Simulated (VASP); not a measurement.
# AlN in VASP: single point with PBE

Aim: the single point of AlN with PBE.

All numbers are computed with VASP 6.6.1; they aren't measurements. Logs are shortened: lines on timing, memory, paths and dates and some standing lists are left out, and cuts for length are marked.

**1. The cell of the first run**

The typed cell holds 16 atoms: a = 6.260 Å, b = 6.260 Å, c = 5.017 Å, α = 90.00°, β = 90.00°, γ = 120.00°.

**2. Single point, PBE**

Contents of INCAR:

```
SYSTEM = AlN
PREC = Accurate
ENCUT = 700
EDIFF = 1E-6
ISMEAR = 0
SIGMA = 0.01
LREAL = Auto
LASPH = .True.
NELM = 120
ALGO = Normal
ISIF = 2
LWAVE = .False.
LCHARG = .False.
GGA = PE
NBANDS = 46
GGA_COMPAT = .False.
ISYM = -1
```

Contents of KPOINTS:

```
explicit points
2
Reciprocal
  0.25000000   0.25000000   0.12500000 1
  0.25000000   0.25000000   0.62500000 1
```

Contents of POSCAR:

```
AlN
1.0
    6.2595139102      0.0000000601      0.0000000000
   -3.1297570100      5.4208980298      0.0000000000
    0.0000000000      0.0000000000      5.0174032950
Al N
8 8
Direct
    0.3335524029      0.1664661886      0.5000247806
    0.3335524029      0.6664661886      0.5000247806
    0.8335524029      0.1664661886      0.5000247806
    0.8335524029      0.6664661886      0.5000247806
    0.1664661886      0.3335524029      0.0000247806
    0.1664661886      0.8335524029      0.0000247806
    0.6664661886      0.3335524029      0.0000247806
    0.6664661886      0.8335524029      0.0000247806
    0.3319615438      0.1680198647      0.8799752194
    0.1680198647      0.3319615438      0.3799752194
    0.3319615438      0.6680198647      0.8799752194
    0.1680198647      0.8319615438      0.3799752194
    0.8319615438      0.1680198647      0.8799752194
    0.6680198647      0.3319615438      0.3799752194
    0.8319615438      0.6680198647      0.8799752194
    0.6680198647      0.8319615438      0.3799752194
```

Potentials or basis: VASP PAW PBE potentials, release 64 (Al, N).

Launch:

```bash
cat potpaw_PBE.64/Al/POTCAR potpaw_PBE.64/N/POTCAR > POTCAR
mpirun -np 1 vasp_std > vasp.out
```

OUTCAR:

```text
SYSTEM = AlN
   PREC = Accurate
   ENCUT = 700
   EDIFF = 1E-6
   ISMEAR = 0
   LREAL = Auto
   LASPH = .True.
   NELM = 120
   ISIF = 2
   GGA = PE
   ISYM = -1

 ion  position               nearest neighbor table
   1  0.334  0.166  0.500-  10 1.89   9 1.91  14 1.91  12 1.91   6 3.09   6 3.09   7 3.09   7 3.09
                             5 3.09   5 3.09   4 3.13   4 3.13   2 3.13   2 3.13   3 3.13   3 3.13
   2  0.334  0.666  0.500-  12 1.89  11 1.91  16 1.91  10 1.91   5 3.09   5 3.09   8 3.09   8 3.09
                             6 3.09   6 3.09   3 3.13   3 3.13   1 3.13   1 3.13   4 3.13   4 3.13
   3  0.834  0.166  0.500-  14 1.89  13 1.91  10 1.91  16 1.91   8 3.09   8 3.09   5 3.09   5 3.09
                             7 3.09   7 3.09   2 3.13   2 3.13   4 3.13   4 3.13   1 3.13   1 3.13
   4  0.834  0.666  0.500-  16 1.89  15 1.91  12 1.91  14 1.91   7 3.09   7 3.09   6 3.09   6 3.09
                             8 3.09   8 3.09   1 3.13   1 3.13   3 3.13   3 3.13   2 3.13   2 3.13
   5  0.166  0.334  0.000-   9 1.89  10 1.91  11 1.91  13 1.91   2 3.09   2 3.09   3 3.09   3 3.09
                             1 3.09   1 3.09   8 3.13   8 3.13   6 3.13   6 3.13   7 3.13   7 3.13
   6  0.166  0.834  0.000-  11 1.89  12 1.91   9 1.91  15 1.91   1 3.09   1 3.09   4 3.09   4 3.09
                             2 3.09   2 3.09   7 3.13   7 3.13   5 3.13   5 3.13   8 3.13   8 3.13
   7  0.666  0.334  0.000-  13 1.89  14 1.91  15 1.91   9 1.91   4 3.09   4 3.09   1 3.09   1 3.09
                             3 3.09   3 3.09   6 3.13   6 3.13   8 3.13   8 3.13   5 3.13   5 3.13
   8  0.666  0.834  0.000-  15 1.89  16 1.91  13 1.91  11 1.91   3 3.09   3 3.09   2 3.09   2 3.09
                             4 3.09   4 3.09   5 3.13   5 3.13   7 3.13   7 3.13   6 3.13   6 3.13
   9  0.332  0.168  0.880-   5 1.89   1 1.91   6 1.91   7 1.91
  10  0.168  0.332  0.380-   1 1.89   5 1.91   3 1.91   2 1.91
  11  0.332  0.668  0.880-   6 1.89   2 1.91   5 1.91   8 1.91
  12  0.168  0.832  0.380-   2 1.89   6 1.91   4 1.91   1 1.91
  13  0.832  0.168  0.880-   7 1.89   3 1.91   8 1.91   5 1.91
  14  0.668  0.332  0.380-   3 1.89   7 1.91   1 1.91   4 1.91
  15  0.832  0.668  0.880-   8 1.89   4 1.91   7 1.91   6 1.91
  16  0.668  0.832  0.380-   4 1.89   8 1.91   2 1.91   3 1.91

IMPORTANT INFORMATION: All symmetrisations will be switched off!
NOSYMM: (Re-)initialisation of all symmetry stuff for point group C_1.

----------------------------------------------------------------------------------------

                                     Primitive cell

  volume of cell :     170.2515

  direct lattice vectors                    reciprocal lattice vectors
     6.259513910  0.000000060  0.000000000     0.159756813  0.092235641  0.000000000
    -3.129757010  5.420898030  0.000000000    -0.000000002  0.184471279  0.000000000
     0.000000000  0.000000000  5.017403295     0.000000000  0.000000000  0.199306283

  length of vectors
     6.259513910  6.259513910  5.017403295     0.184471279  0.184471279  0.199306283

  position of ions in fractional coordinates (direct lattice)
     0.333552403  0.166466189  0.500024781
     0.333552403  0.666466189  0.500024781
     0.833552403  0.166466189  0.500024781
     0.833552403  0.666466189  0.500024781
     0.166466189  0.333552403  0.000024781
     0.166466189  0.833552403  0.000024781
     0.666466189  0.333552403  0.000024781
     0.666466189  0.833552403  0.000024781
     0.331961544  0.168019865  0.879975219
     0.168019865  0.331961544  0.379975219
     0.331961544  0.668019865  0.879975219
     0.168019865  0.831961544  0.379975219
     0.831961544  0.168019865  0.879975219
     0.668019865  0.331961544  0.379975219
     0.831961544  0.668019865  0.879975219
     0.668019865  0.831961544  0.379975219

  ion indices of the primitive-cell ions
   primitive index   ion index
                 1           1
                 2           2
                 3           3
                 4           4
                 5           5
                 6           6
                 7           7
                 8           8
                 9           9
                10          10
                11          11
                12          12
                13          13
                14          14
                15          15
                16          16

----------------------------------------------------------------------------------------

 KPOINTS: explicit points

Read explicit list of k-points.

 Found      2 k-points:

 Following reciprocal coordinates:
            Coordinates               Weight
  0.250000  0.250000  0.125000      0.500000
  0.250000  0.250000  0.625000      0.500000
   k-points           NKPTS =      2   k-points in BZ     NKDIM =      2   number of bands    NBANDS=     46
   number of dos      NEDOS =    301   number of ions     NIONS =     16
   total plane-waves  NPLWV = 139968
   dimension x,y,z NGX =    54 NGY =   54 NGZ =   48
   dimension x,y,z NGXF=   108 NGYF=  108 NGZF=   96
   ions per type =               8   8
   NGX,Y,Z   is equivalent  to a cutoff of  14.34, 14.34, 15.90 a.u.
   NGXF,Y,Z  is equivalent  to a cutoff of  28.68, 28.68, 31.81 a.u.
 SYSTEM =  AlN
   PREC   = accura    normal or accurate (medium, high low for compatibility)
   ISTART =      0    job   : 0-new  1-cont  2-samecut
   ICHARG =      2    charge: 1-file 2-atom 10-const
   ISPIN  =      1    spin polarized calculation?
   LNONCOLLINEAR =      F non collinear calculations
   LSORBIT =      F    spin-orbit coupling
   LASPH  =      T    aspherical Exc in radial PAW
   ENCUT  =  700.0 eV  51.45 Ry    7.17 a.u.  13.50 13.50 10.82*2*pi/ulx,y,z
   NELM   =    120;   NELMIN=  2; NELMDL= -5     # of ELM steps
   EDIFF  = 0.1E-05   stopping-criterion for ELM
   LREAL  =      T    real-space projection
   EDIFFG = 0.1E-04   stopping-criterion for IOM
   NSW    =      0    number of steps for IOM
   IBRION =     -1    ionic relax: 0-MD 1-quasi-New 2-CG
   NFREE  =      0    steps in history (QN), initial steepest desc. (CG)
   ISIF   =      2    stress and relaxation
   ISYM   =     -1    0-nonsym 1-usesym 2-fastsym
   POTIM  = 0.5000    time-step for ionic-motion
   TEBEG  =    0.0;   TEEND  =   0.0 temperature during run
   PSTRESS=    0.0 pullay stress
   NELECT =      64.0000    total number of electrons
   NUPDOWN=      -1.0000    fix difference up-down
   EMIN   =  10.00;   EMAX   =-10.00  energy-range for DOS
   EFERMI =   0.00;   METHOD = LEGACY
   ISMEAR =     0;   SIGMA  =   0.01  broadening in eV -4-tet -1-fermi 0-gaus
   EFERMI_NEDOS =   21; number of points for ismear=-14 and -15
   IALGO  =     38    algorithm
   IMIX   =      4    mixing-type and parameters
     AMIX     =   0.40;   BMIX     =  1.00
     AMIX_MAG =   1.60;   BMIX_MAG =  1.00
  volume/ion in A,a.u.               =      10.64        71.81
  Fermi-wavevector in a.u.,A,eV,Ry     =   1.181511  2.232733 18.993310  1.395969
  Thomas-Fermi vector in A             =   2.317783
   LORBIT       =      0    0 simple, 1 ext, 2 COOP (PROOUT), +10 PAW based schemes
   GGA     = PE    functional components
   LHFCALC =     F    Hartree Fock is set to
   AEXX    =    0.0000 exact exchange contribution
   IVDW    =     0    specifies the selected vdW correction
   LEPSILON=     F    determine dielectric tensor
   LRPA    =     F    only Hartree local field effects (RPA)
 non-spin polarized calculation
 Gauss-broadening in eV      SIGMA  =   0.01
  energy-cutoff  :      700.00
  volume of cell :      170.25
 maximum number of plane-waves:      7155
 NGX is ok and might be reduce to    54
   NGX = 27   NGY = 27   NGZ = 21

 number of electron      64.0000003 magnetization

 Free energy of the ion-electron system (eV)
  ---------------------------------------------------
  ext. energy  EPLUGINS =         0.00000000
  ---------------------------------------------------
  free energy    TOTEN  =      -120.71688267 eV

  energy without entropy =     -120.71688267  energy(sigma->0) =     -120.71688267

 E-fermi :   5.6379     XC(G=0): -10.8439

 val. band max:        5.5594660114   @ k =   0.2500   0.2500   0.1250
 cond. band min:      11.3476060055   @ k =   0.2500   0.2500   0.1250
 fundamental gap:      5.7881399941
 Fermi energy:         5.6378790140

 k-point     1 :       0.2500    0.2500    0.1250
  band No.  band energies     occupation
      1      -8.5443      2.00000
      2      -7.9127      2.00000
      3      -7.9127      2.00000
      4      -6.8905      2.00000
      5      -6.8857      2.00000
      6      -6.6395      2.00000
      7      -6.6344      2.00000
      8      -6.6344      2.00000
      9       0.8290      2.00000
     10       1.0854      2.00000
     11       1.3231      2.00000
     12       1.3231      2.00000
     13       1.9016      2.00000
     14       2.0375      2.00000
     15       2.0375      2.00000
     16       2.1689      2.00000
     17       2.6397      2.00000
     18       2.6397      2.00000
     19       3.3783      2.00000
     20       3.4008      2.00000
     21       3.5700      2.00000
     22       3.6473      2.00000
     23       3.8783      2.00000
     24       3.8783      2.00000
     25       4.1410      2.00000
     26       4.5990      2.00000
     27       4.8881      2.00000
     28       4.8881      2.00000
     29       5.1888      2.00000
     30       5.1888      2.00000
     31       5.3015      2.00000
     32       5.5595      2.00000
     33      11.3476      0.00000
     34      11.9143      0.00000
     35      12.3618      0.00000
     36      12.3618      0.00000
     37      12.9946      0.00000
     38      12.9946      0.00000
     39      13.8438      0.00000
     40      14.0086      0.00000
     41      14.1096      0.00000
     42      14.1096      0.00000
     43      14.4245      0.00000
     44      14.9015      0.00000

 k-point     2 :       0.2500    0.2500    0.6250
  band No.  band energies     occupation
      1      -8.1390      2.00000
      2      -7.5772      2.00000
      3      -7.5772      2.00000
      4      -7.4678      2.00000
      5      -7.0515      2.00000
      6      -7.0515      2.00000
      7      -6.7897      2.00000
      8      -6.6839      2.00000
      9       0.9291      2.00000
     10       1.1465      2.00000
     11       1.2197      2.00000
     12       1.2197      2.00000
     13       1.6812      2.00000
     14       1.6918      2.00000
     15       1.6918      2.00000
     16       2.1943      2.00000
     17       2.7494      2.00000
     18       2.9157      2.00000
     19       3.6384      2.00000
     20       3.6385      2.00000
     21       4.0144      2.00000
     22       4.0528      2.00000
     23       4.0528      2.00000
     24       4.4731      2.00000
     25       4.4731      2.00000
     26       4.4958      2.00000
     27       4.7581      2.00000
     28       4.9900      2.00000
     29       5.0178      2.00000
     30       5.0982      2.00000
     31       5.1147      2.00000
     32       5.1147      2.00000
     33      12.0507      0.00000
     34      12.0507      0.00000
     35      12.2805      0.00000
     36      12.3614      0.00000
     37      12.6366      0.00000
     38      12.6366      0.00000
     39      13.2324      0.00000
     40      13.2494      0.00000
     41      14.1935      0.00000
     42      14.5145      0.00000
     43      14.7951      0.00000
     44      14.8598      0.00000
 [bands above 44 left out]

------------------------ aborting loop because EDIFF is reached ----------------------------------------

  FORCE on cell =-STRESS in cart. coord.  units (eV):
  Direction    XX          YY          ZZ          XY          YZ          ZX
  --------------------------------------------------------------------------------------
  -------------------------------------------------------------------------------------
  Total        0.0908346     -4.9880455      2.4678516     -4.3983296      0.1337755      0.0772402
  in kB        0.8548127    -46.9407612     23.2240934    -41.3911501      1.2589148      0.7268805
  external PRESSURE =      -7.6206184 kB  Pullay stress =       0.0000000 kB

 VOLUME and BASIS-vectors are now :
 -----------------------------------------------------------------------------
  energy-cutoff  :      700.00
  volume of cell :      170.25
      direct lattice vectors                 reciprocal lattice vectors
     6.259513910  0.000000060  0.000000000     0.159756813  0.092235641  0.000000000
    -3.129757010  5.420898030  0.000000000    -0.000000002  0.184471279  0.000000000
     0.000000000  0.000000000  5.017403295     0.000000000  0.000000000  0.199306283

 POSITION                                       TOTAL-FORCE (eV/Angst)
 -----------------------------------------------------------------------------------
      1.56688      0.90240      2.50883         0.000589     -0.000301      0.007958
      0.00200      3.61285      2.50883         0.000581     -0.000284      0.007979
      4.69663      0.90240      2.50883         0.000578     -0.000299      0.007978
      3.13176      3.61285      2.50883         0.000580     -0.000288      0.007948
     -0.00194      1.80815      0.00012        -0.000552      0.000363      0.007968
     -1.56682      4.51860      0.00012        -0.000517      0.000362      0.007986
      3.12782      1.80815      0.00012        -0.000523      0.000338      0.007984
      1.56294      4.51860      0.00012        -0.000562      0.000374      0.007973
      1.55206      0.91082      4.41519         0.004649     -0.002747     -0.007972
      0.01276      1.79953      1.90649        -0.004713      0.002671     -0.007960
     -0.01282      3.62127      4.41519         0.004678     -0.002745     -0.007967
     -1.55211      4.50998      1.90649        -0.004696      0.002688     -0.007974
      4.68181      0.91082      4.41519         0.004657     -0.002751     -0.007970
      3.14252      1.79953      1.90649        -0.004705      0.002666     -0.007977
      3.11694      3.62127      4.41519         0.004641     -0.002734     -0.007986
      1.57764      4.50998      1.90649        -0.004686      0.002687     -0.007967
 -----------------------------------------------------------------------------------
    total drift:                               -0.000276     -0.000433      0.011857

  FREE ENERGIE OF THE ION-ELECTRON SYSTEM (eV)
  ---------------------------------------------------
  free  energy   TOTEN  =      -120.7168826724 eV

  energy  without entropy=     -120.7168826724  energy(sigma->0) =     -120.71688267
```

It took 52 s on 1 thread of Intel Xeon Platinum 8259CL at 2.50GHz (Skylake/Cascade Lake), shared host; peak memory 0.33 GiB.

What came out:

* Free energy: -120.7169 eV
* Pressure: -0.8 GPa
* Largest force: 0.010 eV/Å
* Band gap on the k mesh: 5.79 eV

Forces in eV/Å, atoms in the order of the input:
```
Al   0.001  0.000  0.008
Al   0.001  0.000  0.008
Al   0.001  0.000  0.008
Al   0.001  0.000  0.008
Al  -0.001  0.000  0.008
Al  -0.001  0.000  0.008
Al  -0.001  0.000  0.008
Al  -0.001  0.000  0.008
N    0.005 -0.003 -0.008
N   -0.005  0.003 -0.008
N    0.005 -0.003 -0.008
N   -0.005  0.003 -0.008
N    0.005 -0.003 -0.008
N   -0.005  0.003 -0.008
N    0.005 -0.003 -0.008
N   -0.005  0.003 -0.008
```

Caveat: the stress differs along the axes, from -5 to 2 GPa; a shifted mesh leaves out Γ, where band edges can lie. A k mesh can miss the band edges.
